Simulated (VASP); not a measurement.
Set up this calculation in VASP 6.6.1, as the native input.

* Task: single point
* Functional: PBE
* Potentials or basis: VASP PAW PBE potentials, release 64 (Pt, Pb_d, C)
* Cutoff: 520 eV
* k mesh: 5 × 5 × 5
* Occupations: fermi-dirac, width 0.25 eV
* Spin: no spin polarisation
* Dipole correction: no
* Further INCAR settings: ALGO = Normal; EDIFF = 1e-06; NBANDS = 32

The structure of Pt3PbC lies in POSCAR:

```
Pt3PbC
1.0
    4.3480430000      0.0000000000      0.0000000000
    0.0000000000      4.3480430000      0.0000000000
    0.0000000000      0.0000000000      4.3480430000
Pt Pb C
3 1 1
Direct
    0.0000000000      0.5000000000      0.5000000000
    0.5000000000      0.5000000000      0.0000000000
    0.5000000000      0.0000000000      0.5000000000
    0.0000000000      0.0000000000      0.0000000000
    0.5000000000      0.5000000000      0.5000000000
```

The input as run:

INCAR

```
SYSTEM = Pt3PbC
PREC = Accurate
ENCUT = 520
EDIFF = 1E-6
ISMEAR = -1
SIGMA = 0.25
LREAL = .FALSE.
LASPH = .TRUE.
NELM = 100
ALGO = Normal
ISIF = 2
LWAVE = .FALSE.
LCHARG = .TRUE.
GGA = PE
LELF = .TRUE.
LVHAR = .TRUE.
NBANDS = 32
```

KPOINTS

```
Automatic mesh
0
G
  5 5 5
  0 0 0
```

Potentials or basis: VASP PAW PBE potentials, release 64 (Pt, Pb_d, C).

The run is started by

```console
$ cat potpaw_PBE.64/Pt/POTCAR potpaw_PBE.64/Pb_d/POTCAR potpaw_PBE.64/C/POTCAR > POTCAR
$ mpirun -np 1 vasp_std > vasp.out
```

Results of the run:

The pressure is -0.7 GPa. The band gap on the k mesh is zero (band 24 reaches 9.27 eV, above the bottom of band 25 at 8.87 eV).

Caveat: spin-orbit coupling is left out, which moves the levels of the heavy elements.

It took 12 s on 1 thread of Intel(R) Xeon(R) 6975P-C (Granite Rapids), on a shared host, peak memory 0.19 GiB.
